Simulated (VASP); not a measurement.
The system is LiH.

```
CELL_PARAMETERS angstrom
0.00000 2.21698 2.21698
2.21698 0.00000 2.21698
2.21698 2.21698 0.00000
ATOMIC_POSITIONS crystal
Li 0.00000 0.00000 0.00000
H 0.25000 0.25000 0.25000
```

This cell differs from its parent crystal: strain +3.4%.

Base run:

* Program: VASP 6.6.1
* Functional: r2SCAN
* Potentials or basis: VASP PAW PBE potentials, release 64 (Li_sv, H)
* Cutoff: 520 eV
* k mesh: 10 × 10 × 10
* Occupations: gaussian, width 0.01 eV
* Spin: no spin polarisation

Its results: band gap on the k mesh 4.67 eV (least direct gap 5.60 eV).

Q: The run is repeated on the same cell with these changes: functional from r2SCAN to PBE; occupations from gaussian, width 0.01 eV to fermi-dirac, width 0.02 eV. What comes out?

A: Band gap on the k mesh 4.10 eV (least direct gap 5.04 eV).

Caveats: the structure was generated, so it needn't be the stable form of LiH.

A k mesh can miss the band edges.
